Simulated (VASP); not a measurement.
Write the native input for VASP 6.6.1 that does the following.

| Quantity | Value |
| --- | --- |
| Task | density of states |
| Functional | RPBE |
| Dispersion | D3(BJ) |
| Potentials or basis | VASP PAW PBE potentials, release 64 (In_d, As) |
| Cutoff | 520 eV |
| k mesh | 5 × 5 × 5 |
| Occupations | fermi-dirac, width 0.05 eV |
| Spin | no spin polarisation |
| Dipole correction | no |
| k mesh for the DOS | 8 × 8 × 8 |
| Occupations for the DOS | tetrahedron |
| Further INCAR settings | ALGO = Normal; EDIFF = 1e-06 |

In3As:

```
CELL_PARAMETERS angstrom
4.22645 0.00000 0.00000
0.00000 4.22645 0.00000
0.00000 0.00000 4.22645
ATOMIC_POSITIONS crystal
In 0.00000 0.50000 0.50000
In 0.50000 0.00000 0.50000
In 0.50000 0.50000 0.00000
As 0.00000 0.00000 0.00000
```

These files were run (other wordings do the same):

POSCAR

```
In3As
1.0
    4.2264509319      0.0000000000      0.0000000000
    0.0000000000      4.2264509319      0.0000000000
    0.0000000000      0.0000000000      4.2264509319
In As
3 1
Direct
    0.0000000000      0.5000000000      0.5000000000
    0.5000000000      0.0000000000      0.5000000000
    0.5000000000      0.5000000000      0.0000000000
    0.0000000000      0.0000000000      0.0000000000
```

INCAR.step1

```
SYSTEM = In3As
PREC     = Accurate       ! precision mode
ENCUT    = 520            ! plane-wave cutoff, eV
EDIFF    = 1E-6           ! SCF threshold, eV
ISMEAR   = -1             ! smearing method
SIGMA    = 0.05           ! smearing width, eV
LREAL    = .FALSE.        ! projectors in reciprocal space
LASPH    = .TRUE.         ! aspherical terms in the spheres
NELM     = 60             ! most SCF steps
ALGO     = Normal         ! electronic algorithm
ISIF     = 2              ! what is computed and relaxed
LWAVE    = .FALSE.        ! write WAVECAR
LCHARG   = .TRUE.         ! write CHGCAR
GGA      = RP             ! functional
IVDW     = 12             ! dispersion correction
NBANDS   = 30             ! bands
```

KPOINTS.step1

```
Automatic mesh
0
G
  5 5 5
  0 0 0
```

INCAR.step2

```
SYSTEM = In3As
PREC     = Accurate       ! precision mode
ENCUT    = 520            ! plane-wave cutoff, eV
EDIFF    = 1E-6           ! SCF threshold, eV
ISMEAR   = -5             ! smearing method
SIGMA    = 0.05           ! smearing width, eV
LREAL    = .FALSE.        ! projectors in reciprocal space
LASPH    = .TRUE.         ! aspherical terms in the spheres
NELM     = 60             ! most SCF steps
ALGO     = Normal         ! electronic algorithm
ISIF     = 2              ! what is computed and relaxed
LWAVE    = .FALSE.        ! write WAVECAR
LCHARG   = .FALSE.        ! write CHGCAR
GGA      = RP             ! functional
IVDW     = 12             ! dispersion correction
LORBIT   = 10             ! projections on sites
NEDOS    = 2001           ! points of the DOS
ICHARG   = 11             ! starting density
```

KPOINTS.step2

```
Automatic mesh
0
G
  8 8 8
  0 0 0
```

Potentials or basis: VASP PAW PBE potentials, release 64 (In_d, As).

Command:

```bash
$ cat potpaw_PBE.64/In_d/POTCAR potpaw_PBE.64/As/POTCAR > POTCAR
$ cp INCAR.step1 INCAR
$ cp KPOINTS.step1 KPOINTS
$ mpirun -np 1 vasp_std > vasp.out
$ cp INCAR.step2 INCAR
$ cp KPOINTS.step2 KPOINTS
$ mpirun -np 1 vasp_std > vasp.out
```

Results of the run:

```json
{"Valence electrons inside the program's atomic spheres": "In 11.56; As 2.75", "Dispersion energy per atom": "-2.878 eV"}
```

Caveat: spin-orbit coupling is left out, which moves the levels of the heavy elements.

Wall time 27 s on 1 thread of Intel(R) Xeon(R) 6975P-C (Granite Rapids), on a shared host, peak memory 0.2 GiB.
